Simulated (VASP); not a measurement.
A run of VASP 6.6.1 is set up as follows.

File INCAR:

```
ALGO = Normal
EDIFF = 1E-6
ENCUT = 520
GGA = PE
ISIF = 2
ISMEAR = 0
LASPH = T
LCHARG = F
LREAL = F
LWAVE = F
NBANDS = 24
NELM = 80
PREC = Accurate
SIGMA = 0.01
```

Contents of KPOINTS:

```
k-points
0
Gamma
  6 6 4
```

File POSCAR:

```
Ca2SeO
1.0
    3.8828618425      0.0000000000      0.0000000000
    0.0000000000      3.8828618425      0.0000000000
    0.0000000000      0.0000000000      5.4944501822
O Ca Se
1 2 1
Direct
    0.0000000000      0.0000000000      0.0000000000
    0.0000000000      0.0000000000      0.5000000000
    0.5000000000      0.5000000000      0.0000000000
    0.5000000000      0.5000000000      0.5000000000
```

Potentials or basis: VASP PAW PBE potentials, release 64 (O, Ca_sv, Se).

Command:

```bash
$ cat potpaw_PBE.64/O/POTCAR potpaw_PBE.64/Ca_sv/POTCAR potpaw_PBE.64/Se/POTCAR > POTCAR
$ mpirun -np 1 vasp_std > vasp.out
```

(1) Estimate the band gap on the k mesh.

(2) Predict the pressure.

Results:

(1) 2.05 eV, direct.

(2) 1.3 GPa.
